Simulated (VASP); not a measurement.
# SiC (I-4m2) in VASP: notebook

SiC is run at these levels: r2SCAN; tasks: single point.

All numbers are computed with VASP 6.6.1; they aren't measurements. Logs are shortened: lines on timing, memory, paths and dates and some standing lists are left out, and cuts for length are marked.

## (1) The cell of the first run

It takes space group I-4m2 (No. 119, tetragonal). The conventional cell has a = 2.952 Å, b = 2.952 Å, c = 4.696 Å, α = 90.00°, β = 90.00°, γ = 90.00°. Si (site symmetry -4m2) has 4 C at 1.89 Å within 2.5 Å. Within 2.5 Å of C (site symmetry -4m2) lie 4 Si at 1.89 Å.

## (2) Single point, r2SCAN (strain -0.040 along x and y, +0.080 along z)

Contents of POSCAR:

```
SiC
1.0
    0.0000000000      2.0870400000      2.3479200000
    2.0870400000      0.0000000000      2.3479200000
    2.0870400000      2.0870400000      0.0000000000
Si C
1 1
Direct
    0.0000000000      0.0000000000      0.0000000000
    0.7500000000      0.7500000000      0.7500000000
```

Contents of INCAR.step1:

```
SYSTEM = SiC
PREC = Accurate
ENCUT = 520
ISMEAR = 0
SIGMA = 0.05
LREAL = .FALSE.
LASPH = .TRUE.
NELM = 80
NBANDS = 11
GGA = PE
ALGO = Normal
EDIFF = 1E-4
LWAVE = .TRUE.
LCHARG = .FALSE.
```

Contents of INCAR.step2:

```
SYSTEM = SiC
PREC = Accurate
ENCUT = 520
EDIFF = 1E-6
ISMEAR = 0
SIGMA = 0.05
LREAL = .FALSE.
LASPH = .TRUE.
NELM = 80
ALGO = Normal
ISIF = 2
LWAVE = .FALSE.
LCHARG = .FALSE.
METAGGA = R2SCAN
LMIXTAU = .TRUE.
NBANDS = 11
ISTART = 1
```

Contents of KPOINTS:

```
regular mesh
0
G
  12 12 12
  0 0 0
```

Potentials or basis: VASP PAW PBE potentials, release 64 (Si, C).

On the command line:

```
cat potpaw_PBE.64/Si/POTCAR potpaw_PBE.64/C/POTCAR > POTCAR
cp INCAR.step1 INCAR
mpirun -np 1 vasp_std > vasp.out
cp INCAR.step2 INCAR
mpirun -np 1 vasp_std > vasp.out
```

OUTCAR:

```text
SYSTEM = SiC
   PREC = Accurate
   ENCUT = 520
   EDIFF = 1E-6
   ISMEAR = 0
   LREAL = .FALSE.
   LASPH = .TRUE.
   NELM = 80
   ISIF = 2
   METAGGA = R2SCAN
   ISTART = 1

 ion  position               nearest neighbor table
   1  0.000  0.000  0.000-   2 1.89   2 1.89   2 1.89   2 1.89
   2  0.750  0.750  0.750-   1 1.89   1 1.89   1 1.89   1 1.89

  LATTYP: Found a body centered tetragonal cell.
 ALAT       =     2.9515202732
 C/A-ratio  =     1.5909902577

  Lattice vectors:

 A1 = (  -2.0870400000,   0.0000000000,   2.3479200000)
 A2 = (   2.0870400000,   0.0000000000,   2.3479200000)
 A3 = (   0.0000000000,   2.0870400000,  -2.3479200000)

Analysis of symmetry for initial positions (statically):
=====================================================================
 Subroutine PRICEL returns:
 Original cell was already a primitive cell.

 Routine SETGRP: Setting up the symmetry group for a
 body centered tetragonal supercell.

 Subroutine GETGRP returns: Found  8 space group operations
 (whereof  8 operations were pure point group operations)
 out of a pool of 16 trial point group operations.

The static configuration has the point symmetry D_2d.

Analysis of symmetry for dynamics (positions and initial velocities):
=====================================================================
 Subroutine PRICEL returns:
 Original cell was already a primitive cell.

 Routine SETGRP: Setting up the symmetry group for a
 body centered tetragonal supercell.

 Subroutine GETGRP returns: Found  8 space group operations
 (whereof  8 operations were pure point group operations)
 out of a pool of 16 trial point group operations.

The dynamic configuration has the point symmetry D_2d.

 Subroutine INISYM returns: Found  8 space group operations
 (whereof  8 operations are pure point group operations),
 and found     1 'primitive' translations

----------------------------------------------------------------------------------------

                                     Primitive cell

  volume of cell :      20.4538

  direct lattice vectors                    reciprocal lattice vectors
     0.000000000  2.087040000  2.347920000    -0.239573750  0.239573750  0.212954445
     2.087040000  0.000000000  2.347920000     0.239573750 -0.239573750  0.212954445
     2.087040000  2.087040000  0.000000000     0.239573750  0.239573750 -0.212954445

  length of vectors
     3.141411194  3.141411194  2.951520273     0.400175910  0.400175910  0.400175910

  position of ions in fractional coordinates (direct lattice)
     0.000000000  0.000000000  0.000000000
     0.750000000  0.750000000  0.750000000

  ion indices of the primitive-cell ions
   primitive index   ion index
                 1           1
                 2           2

----------------------------------------------------------------------------------------

 KPOINTS: regular mesh

Automatic generation of k-mesh.
 Grid dimensions read from file:
 generate k-points for:   12   12   12

 Generating k-lattice:

  Cartesian coordinates                     Fractional coordinates (reciprocal lattice)
    -0.019964479  0.019964479  0.017746204     0.083333333  0.000000000  0.000000000
     0.019964479 -0.019964479  0.017746204     0.000000000  0.083333333  0.000000000
     0.019964479  0.019964479 -0.017746204     0.000000000  0.000000000  0.083333333

  Length of vectors
     0.033347993  0.033347993  0.033347993

  Shift w.r.t. Gamma in fractional coordinates (k-lattice)
     0.000000000  0.000000000  0.000000000

 Subroutine IBZKPT returns following result:
 ===========================================

 Found    163 irreducible k-points:

 Following reciprocal coordinates:
            Coordinates               Weight
  0.000000  0.000000  0.000000      1.000000
  0.083333  0.000000  0.000000      8.000000
  0.166667 -0.000000  0.000000      8.000000
  0.250000 -0.000000  0.000000      8.000000
  0.333333  0.000000  0.000000      8.000000
  0.416667 -0.000000  0.000000      8.000000
[... 16 lines left out ...]
  0.500000  0.166667  0.000000      8.000000
 -0.416667  0.166667  0.000000      8.000000
 [... further k-points ...]
   k-points           NKPTS =    163   k-points in BZ     NKDIM =    163   number of bands    NBANDS=     11
   number of dos      NEDOS =    301   number of ions     NIONS =      2
   total plane-waves  NPLWV =  13824
   dimension x,y,z NGX =    24 NGY =   24 NGZ =   24
   dimension x,y,z NGXF=    48 NGYF=   48 NGZF=   48
   ions per type =               1   1
   NGX,Y,Z   is equivalent  to a cutoff of  12.70, 12.70, 13.52 a.u.
   NGXF,Y,Z  is equivalent  to a cutoff of  25.40, 25.40, 27.04 a.u.
 SYSTEM =  SiC
   PREC   = accura    normal or accurate (medium, high low for compatibility)
   ISTART =      1    job   : 0-new  1-cont  2-samecut
   ICHARG =      0    charge: 1-file 2-atom 10-const
   ISPIN  =      1    spin polarized calculation?
   LNONCOLLINEAR =      F non collinear calculations
   LSORBIT =      F    spin-orbit coupling
   LASPH  =      T    aspherical Exc in radial PAW
   ENCUT  =  520.0 eV  38.22 Ry    6.18 a.u.   5.84  5.84  5.49*2*pi/ulx,y,z
   NELM   =     80;   NELMIN=  2; NELMDL=  0     # of ELM steps
   EDIFF  = 0.1E-05   stopping-criterion for ELM
   LREAL  =      F    real-space projection
   EDIFFG = 0.1E-04   stopping-criterion for IOM
   NSW    =      0    number of steps for IOM
   IBRION =     -1    ionic relax: 0-MD 1-quasi-New 2-CG
   NFREE  =      0    steps in history (QN), initial steepest desc. (CG)
   ISIF   =      2    stress and relaxation
   ISYM   =      2    0-nonsym 1-usesym 2-fastsym
   POTIM  = 0.5000    time-step for ionic-motion
   TEBEG  =    0.0;   TEEND  =   0.0 temperature during run
   PSTRESS=    0.0 pullay stress
   NELECT =       8.0000    total number of electrons
   NUPDOWN=      -1.0000    fix difference up-down
   EMIN   =  10.00;   EMAX   =-10.00  energy-range for DOS
   EFERMI =   0.00;   METHOD = LEGACY
   ISMEAR =     0;   SIGMA  =   0.05  broadening in eV -4-tet -1-fermi 0-gaus
   EFERMI_NEDOS =   21; number of points for ismear=-14 and -15
   IALGO  =     38    algorithm
   IMIX   =      4    mixing-type and parameters
     AMIX     =   0.40;   BMIX     =  1.00
     AMIX_MAG =   1.60;   BMIX_MAG =  1.00
  volume/ion in A,a.u.               =      10.23        69.01
  Fermi-wavevector in a.u.,A,eV,Ry     =   1.197236  2.262449 19.502248  1.433375
  Thomas-Fermi vector in A             =   2.333156
   LORBIT       =      0    0 simple, 1 ext, 2 COOP (PROOUT), +10 PAW based schemes
   METAGGA = R2SCAN    functional components
   LHFCALC =     F    Hartree Fock is set to
   AEXX    =    0.0000 exact exchange contribution
   IVDW    =     0    specifies the selected vdW correction
   LEPSILON=     F    determine dielectric tensor
   LRPA    =     F    only Hartree local field effects (RPA)
 non-spin polarized calculation
 Gauss-broadening in eV      SIGMA  =   0.05
  energy-cutoff  :      520.00
  volume of cell :       20.45
 maximum number of plane-waves:       565
   NGX = 11   NGY = 11   NGZ = 11

 number of electron       8.0000000 magnetization

 Free energy of the ion-electron system (eV)
  ---------------------------------------------------
  ext. energy  EPLUGINS =         0.00000000
  ---------------------------------------------------
  free energy    TOTEN  =       -19.13128816 eV

  energy without entropy =      -19.13128816  energy(sigma->0) =      -19.13128816

 E-fermi :   8.7622     XC(G=0): -12.0001

 val. band max:        8.5479081503   @ k =  -0.0833   0.0833   0.0000
 cond. band min:       9.5698597594   @ k =   0.5000   0.0000   0.5000
 fundamental gap:      1.0219516092
 Fermi energy:         8.7621968511

 k-point     1 :       0.0000    0.0000    0.0000
  band No.  band energies     occupation
      1      -8.1354      2.00000
      2       7.4957      2.00000
      3       8.5111      2.00000
      4       8.5111      2.00000
      5      14.9345      0.00000
      6      16.0300      0.00000
      7      16.0300      0.00000
      8      16.2795      0.00000
      9      21.2308      0.00000
     10      23.9053      0.00000
     11      25.3666      0.00000

 k-point     2 :       0.0833    0.0000    0.0000
  band No.  band energies     occupation
      1      -7.9922      2.00000
      2       7.1051      2.00000
      3       8.0040      2.00000
      4       8.4501      2.00000
      5      15.1460      0.00000
      6      15.9202      0.00000
      7      16.2375      0.00000
      8      16.6901      0.00000
      9      20.8302      0.00000
     10      24.3656      0.00000
     11      24.8125      0.00000

 k-point     3 :       0.1667   -0.0000    0.0000
  band No.  band energies     occupation
      1      -7.5671      2.00000
      2       5.6402      2.00000
      3       7.3985      2.00000
      4       8.3003      2.00000
      5      14.7135      0.00000
      6      16.4600      0.00000
      7      16.7408      0.00000
      8      17.4596      0.00000
      9      20.7759      0.00000
     10      23.0882      0.00000
     11      25.4574      0.00000

 k-point     4 :       0.2500   -0.0000    0.0000
  band No.  band energies     occupation
      1      -6.8771      2.00000
      2       3.6738      2.00000
      3       6.9315      2.00000
      4       8.1284      2.00000
      5      14.0476      0.00000
      6      16.6165      0.00000
      7      17.1808      0.00000
      8      18.4598      0.00000
      9      21.6757      0.00000
     10      22.5736      0.00000
     11      25.1537      0.00000
[... 239 lines left out ...]
 k-point    22 :       0.4167    0.1667    0.0000
  band No.  band energies     occupation
      1      -5.3976      2.00000
      2       1.5204      2.00000
      3       4.9812      2.00000
      4       7.0392      2.00000
      5      13.9048      0.00000
      6      16.2934      0.00000
      7      18.9248      0.00000
      8      19.2552      0.00000
      9      22.5036      0.00000
     10      26.2647      0.00000
     11      27.1329      0.00000

 k-point    23 :       0.5000    0.1667    0.0000
  band No.  band energies     occupation
      1      -4.4572      2.00000
      2       0.1570      2.00000
      3       4.3761      2.00000
      4       7.1808      2.00000
      5      14.1139      0.00000
      6      16.0733      0.00000
      7      18.5204      0.00000
      8      20.2086      0.00000
      9      23.7496      0.00000
     10      26.3173      0.00000
     11      27.1162      0.00000

 k-point    24 :      -0.4167    0.1667    0.0000
  band No.  band energies     occupation
      1      -4.0824      2.00000
      2      -0.3002      2.00000
      3       4.0638      2.00000
      4       7.4565      2.00000
      5      14.4937      0.00000
      6      16.0382      0.00000
      7      18.1331      0.00000
      8      20.0829      0.00000
      9      24.3733      0.00000
     10      24.9257      0.00000
     11      27.1286      0.00000

 [... further k-points ...]
[... 5 lines left out ...]
  --------------------------------------------------------------------------------------
  -------------------------------------------------------------------------------------
  Total        1.9500643      1.9500643     -3.3682264      0.0000000      0.0000000      0.0000000
  in kB      152.7512151    152.7512151   -263.8378020      0.0000000      0.0000000      0.0000000
  external PRESSURE =      13.8882094 kB  Pullay stress =       0.0000000 kB

 VOLUME and BASIS-vectors are now :
 -----------------------------------------------------------------------------
  energy-cutoff  :      520.00
  volume of cell :       20.45
      direct lattice vectors                 reciprocal lattice vectors
     0.000000000  2.087040000  2.347920000    -0.239573750  0.239573750  0.212954445
     2.087040000  0.000000000  2.347920000     0.239573750 -0.239573750  0.212954445
     2.087040000  2.087040000  0.000000000     0.239573750  0.239573750 -0.212954445

 POSITION                                       TOTAL-FORCE (eV/Angst)
 -----------------------------------------------------------------------------------
      0.00000      0.00000      0.00000        -0.000000     -0.000000     -0.000000
      3.13056      3.13056      3.52188         0.000000      0.000000      0.000000
 -----------------------------------------------------------------------------------
    total drift:                                0.000000      0.000000      0.000000

  FREE ENERGIE OF THE ION-ELECTRON SYSTEM (eV)
  ---------------------------------------------------
  free  energy   TOTEN  =       -19.1312881604 eV

  energy  without entropy=      -19.1312881604  energy(sigma->0) =      -19.13128816
```

Wall time 84 s (1 thread of AMD EPYC 9R45 (Zen 5), shared host); peak memory 0.13 GiB.

What came out:

```
Free energy            : -19.1313 eV
Pressure               : 1.4 GPa
Band gap on the k mesh : 1.02 eV, indirect (least direct gap 4.97 eV)
```

Stress tensor (GPa, compression positive):
```
 15.28   0.00   0.00
  0.00  15.28   0.00
  0.00   0.00 -26.38
```

Levels at points of the mesh, in eV from the valence-band top:
```csv
k point,band 1,band 2,band 3,band 4,band 5,band 6,band 7,band 8
"(0.00, 0.00, 0.00)",-16.68,-1.05,-0.04,-0.04,6.39,7.48,7.48,7.73
"(0.50, 0.00, 0.00)",-12.97,-9.28,-2.32,-0.68,4.43,7.84,8.36,10.79
"(0.50, 0.50, 0.00)",-12.14,-9.50,-2.82,-2.82,2.15,5.89,14.32,15.13
"(0.50, 0.00, 0.50)",-11.19,-7.96,-4.25,-4.02,1.02,3.78,12.57,15.67
```

Caveat: the cell differs from its parent crystal (strain -0.040 along x and y, +0.080 along z); the PAW data sets were made with another functional, which shifts forces and pressure a little.

(Continued in part 2 of 2.)
